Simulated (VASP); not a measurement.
# Mg63VSi32 (a cell with a defect): single point with PBEsol

Mg63VSi32 (a cell with a defect):

```
CELL_PARAMETERS angstrom
12.64950 0.00000 0.00000
0.00000 12.64950 0.00000
0.00000 0.00000 12.64950
ATOMIC_POSITIONS crystal
Mg 0.37426 0.12484 0.12529
Mg 0.37476 0.12541 0.62495
Mg 0.37475 0.62453 0.12594
Mg 0.87520 0.12492 0.12538
Mg 0.87509 0.12484 0.62448
Mg 0.87508 0.62404 0.12532
Mg 0.87578 0.62454 0.62498
Mg 0.12478 0.37456 0.12483
Mg 0.12505 0.37479 0.62429
Mg 0.12464 0.87475 0.12603
Mg 0.12468 0.87368 0.62623
Mg 0.62497 0.37436 0.12606
Mg 0.62396 0.37440 0.62630
Mg 0.62482 0.87457 0.12480
Mg 0.62462 0.87435 0.62222
Mg 0.12482 0.12437 0.37499
Mg 0.12462 0.12557 0.87517
Mg 0.12500 0.62386 0.37521
Mg 0.12473 0.62583 0.87407
Mg 0.62497 0.12560 0.37481
Mg 0.62484 0.12432 0.87500
Mg 0.62390 0.62587 0.37490
Mg 0.62467 0.62175 0.87486
Mg 0.12449 0.12519 0.12564
Mg 0.12501 0.12497 0.62526
Mg 0.12500 0.62484 0.12540
Mg 0.12648 0.62535 0.62575
Mg 0.62523 0.12464 0.12510
Mg 0.62477 0.12516 0.62511
Mg 0.62474 0.62469 0.12566
Mg 0.62503 0.62343 0.62400
Mg 0.37408 0.37475 0.37522
Mg 0.37610 0.37446 0.87411
Mg 0.37605 0.87365 0.37490
Mg 0.37202 0.87439 0.87485
Mg 0.87462 0.37456 0.37499
Mg 0.87586 0.37436 0.87517
Mg 0.87583 0.87470 0.37478
Mg 0.87459 0.87459 0.87496
Mg 0.37505 0.37475 0.12542
Mg 0.37563 0.37610 0.62578
Mg 0.37493 0.87452 0.12565
Mg 0.37372 0.87465 0.62396
Mg 0.87543 0.37422 0.12564
Mg 0.87524 0.37477 0.62526
Mg 0.87492 0.87497 0.12508
Mg 0.87543 0.87453 0.62509
Mg 0.37507 0.12493 0.37520
Mg 0.37494 0.12519 0.87495
Mg 0.37554 0.62528 0.37663
Mg 0.37380 0.62349 0.87520
Mg 0.87545 0.12517 0.37469
Mg 0.87493 0.12465 0.87542
Mg 0.87519 0.62481 0.37523
Mg 0.87547 0.62471 0.87497
Mg 0.12500 0.37475 0.37521
Mg 0.12838 0.37810 0.87107
Mg 0.12836 0.87063 0.37854
Mg 0.12435 0.87504 0.87551
Mg 0.62087 0.37813 0.37858
Mg 0.62535 0.37407 0.87556
Mg 0.62532 0.87509 0.37456
Mg 0.62216 0.87191 0.87234
V 0.37544 0.62528 0.62567
Si 0.99987 0.99966 0.00012
Si 0.00090 0.99904 0.49991
Si 0.00092 0.49950 0.99948
Si 0.00043 0.50016 0.50060
Si 0.49995 0.99809 0.99853
Si 0.49944 0.99988 0.50047
Si 0.49945 0.50002 0.00037
Si 0.49090 0.50707 0.50751
Si 0.24973 0.25067 0.99947
Si 0.25041 0.25016 0.50060
Si 0.25029 0.74917 0.00034
Si 0.25724 0.74073 0.50743
Si 0.74994 0.24959 0.00013
Si 0.74929 0.25066 0.49993
Si 0.74834 0.74971 0.99853
Si 0.75015 0.74918 0.50049
Si 0.24973 0.99905 0.25109
Si 0.25027 0.99989 0.74964
Si 0.25039 0.50016 0.25062
Si 0.25731 0.50707 0.74110
Si 0.74992 0.99967 0.25005
Si 0.74834 0.99810 0.75014
Si 0.74928 0.49949 0.25112
Si 0.75018 0.50002 0.74966
Si 0.00014 0.24989 0.25034
Si 0.00037 0.25011 0.75078
Si 0.00035 0.75035 0.25054
Si 0.00066 0.74959 0.75000
Si 0.50059 0.25011 0.25056
Si 0.49984 0.25038 0.75002
Si 0.49980 0.74958 0.25086
Si 0.48968 0.73943 0.73985
```

```json
{
 "Program": "VASP 6.6.1",
 "Task": "single point",
 "Functional": "PBEsol",
 "Potentials or basis": "VASP PAW PBE potentials, release 64 (Mg, V_sv, Si)",
 "Cutoff": "520 eV",
 "k mesh": "1 × 1 × 1, shifted",
 "Occupations": "fermi-dirac, width 0.05 eV",
 "Spin": "no spin polarisation"
}
```

```yaml
Largest_force: 0.209 eV/Å
```

Forces in eV/Å, atoms in the order of the input:
```
Mg   0.035 -0.026 -0.027
Mg   0.011 -0.014  0.011
Mg   0.011  0.009 -0.016
Mg  -0.018 -0.018 -0.018
Mg  -0.026 -0.025  0.033
Mg  -0.026  0.033 -0.028
Mg  -0.017  0.009  0.010
Mg   0.021  0.020 -0.014
Mg   0.003  0.003 -0.038
Mg   0.013  0.020 -0.025
Mg   0.036  0.054  0.004
Mg   0.021  0.015 -0.025
Mg   0.053  0.038  0.002
Mg   0.014  0.014 -0.019
Mg  -0.023 -0.022  0.060
Mg   0.019 -0.013  0.021
Mg   0.014 -0.023  0.021
Mg   0.003 -0.038  0.002
Mg   0.035  0.002  0.054
Mg   0.022 -0.024  0.014
Mg   0.013 -0.018  0.015
Mg   0.054  0.002  0.036
Mg  -0.024  0.061 -0.023
Mg  -0.002 -0.032 -0.034
Mg   0.005 -0.019 -0.009
Mg   0.005 -0.010 -0.019
Mg  -0.040 -0.042 -0.042
Mg   0.008 -0.027 -0.028
Mg   0.006 -0.032 -0.003
Mg   0.007 -0.003 -0.033
Mg  -0.031  0.025  0.022
Mg  -0.037  0.004  0.004
Mg   0.003  0.036  0.054
Mg   0.004  0.055  0.035
Mg   0.060 -0.023 -0.024
Mg  -0.013  0.020  0.020
Mg  -0.024  0.015  0.021
Mg  -0.024  0.021  0.015
Mg  -0.018  0.013  0.016
Mg  -0.009  0.006 -0.019
Mg  -0.044 -0.033 -0.042
Mg  -0.002  0.006 -0.033
Mg   0.024 -0.024  0.022
Mg  -0.033  0.000 -0.034
Mg  -0.019  0.005 -0.010
Mg  -0.029  0.008 -0.028
Mg  -0.032  0.006 -0.003
Mg  -0.009 -0.018  0.005
Mg  -0.003 -0.032  0.006
Mg  -0.041 -0.040 -0.038
Mg   0.021  0.023 -0.031
Mg  -0.033 -0.033 -0.002
Mg  -0.028 -0.027  0.009
Mg  -0.018 -0.009  0.004
Mg  -0.033 -0.004  0.007
Mg   0.003  0.003  0.003
Mg  -0.003 -0.001  0.046
Mg  -0.004  0.047 -0.003
Mg   0.017  0.012  0.011
Mg   0.046 -0.003 -0.003
Mg   0.009  0.019  0.009
Mg   0.011  0.010  0.017
Mg  -0.061 -0.061 -0.060
V   -0.118 -0.124 -0.119
Si   0.006  0.009  0.009
Si   0.006 -0.018 -0.013
Si   0.006 -0.014 -0.017
Si   0.003 -0.004 -0.003
Si  -0.016  0.047  0.048
Si  -0.003 -0.012 -0.030
Si  -0.003 -0.031 -0.012
Si   0.064  0.069  0.070
Si  -0.013  0.005 -0.017
Si  -0.004  0.002 -0.003
Si  -0.031 -0.001 -0.011
Si   0.072  0.062  0.071
Si   0.010  0.006  0.010
Si  -0.017  0.005 -0.014
Si   0.046 -0.017  0.047
Si  -0.011 -0.002 -0.030
Si  -0.013 -0.018  0.007
Si  -0.030 -0.012 -0.003
Si  -0.004 -0.005  0.003
Si   0.071  0.067  0.065
Si   0.010  0.009  0.006
Si   0.047  0.046 -0.018
Si  -0.018 -0.014  0.007
Si  -0.010 -0.031 -0.003
Si   0.005  0.005  0.006
Si   0.021  0.021 -0.039
Si   0.021 -0.040  0.022
Si  -0.039 -0.009 -0.010
Si  -0.039  0.021  0.022
Si  -0.010 -0.041 -0.009
Si  -0.009 -0.010 -0.041
Si   0.116  0.112  0.118
```

Levels at points of the mesh, in eV from the Fermi level:
```csv
k point,band 130,band 131,band 132,band 133,band 134,band 135,band 136,band 137,band 138,band 139
"(0.25, 0.25, 0.25)",-0.73,-0.57,-0.57,-0.06,-0.06,0.00,0.20,0.20,0.33,0.51
```

Wall time 79 min on 1 thread of Intel(R) Xeon(R) Platinum 8259CL CPU @ 2.50GHz (Skylake/Cascade Lake), with other jobs on the host, peak memory 2.2 GiB.

Caveat: the cell carries a net charge on a neutralising background, which shifts energy and pressure; the cell is charged against a uniform background, so pressure and absolute levels hang on convention; the PAW data sets were made with another functional, which shifts forces and pressure a little.
